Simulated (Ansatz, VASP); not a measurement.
# TaN: VASP beside Ansatz

The input INCAR:

```
SYSTEM = TaN
  PREC = Accurate
  ENCUT = 520
  EDIFF = 1E-8
  ISMEAR = -1
  SIGMA = 0.02
  LREAL = .FALSE.
  LASPH = .TRUE.
  NELM = 100
  ALGO = Normal
  ISIF = 2
  LWAVE = .FALSE.
  LCHARG = .FALSE.
  LEFG = .TRUE.
  NBANDS = 15
```

File KPOINTS:

```
regular mesh
0
G
  12 12 10
  0 0 0
```

The input POSCAR:

```
TaN
1.0
    2.8982913036      0.0000000000      0.0000000000
   -1.4491456518      2.5099938965      0.0000000000
    0.0000000000      0.0000000000      2.8440357641
Ta N
1 1
Direct
    0.3333333333      0.6666666667      0.5000000000
    0.0000000000      0.0000000000      0.0000000000
```

Input for Ansatz:

```yaml
crystal:
  lattice:
    - [2.8982913036, 0.0, 0.0]
    - [-1.4491456518, 2.5099938965, 0.0]
    - [0.0, 0.0, 2.8440357641]
  atoms:
    - { symbol: Ta, position: [0.3333333333, 0.6666666667, 0.5] }
    - { symbol: "N", position: [0.0, 0.0, 0.0] }
kpoints:
  mp_grid: { grid: [12, 12, 10] }
scf:
  occupations: { method: fermi_dirac, width: 0.02 }
hamiltonian:
  xc: lda
  pseudopotentials: { kind: all_electron, datasets: crystal }
output:
  forces: true
  stress: true
  eigenvalues: true
  efg: { contact_densities: true }
```

Change from the starting cell: volume scaled by 0.96, crystal datasets.

Alike in both runs: task electric field gradients; functional LDA; k mesh 12 × 12 × 10; occupations fermi-dirac, width 0.02 eV; no spin polarisation.

```csv
,VASP,Ansatz
version,VASP 6.6.1,Ansatz 0.2.0
potentials or method,"VASP PAW LDA potentials, release 64 (Ta_pv, N), cutoff 520 eV","all-electron PAW with datasets made for the crystal, scalar-relativistic"
```

|  | VASP | Ansatz | Ansatz less VASP |
| --- | --- | --- | --- |
| pressure (GPa) | 5.3 | 3.2 | -2.17 |
| traceless stress, the component that is largest in VASP (GPa) | 0.30 | 0.09 | -0.202 |
| size of Vzz on the site where it differs most (V/Å²) | 12.1 | 52.7 | +40.58 |

LDA's correlation is that of Perdew and Zunger in VASP and of Perdew and Wang (1992) in Ansatz. One of these differences is far larger than is usual between the two programs; its cause wasn't traced. Ansatz ran all-electron here, and VASP with PAW potentials.

Spin-orbit coupling is off throughout.
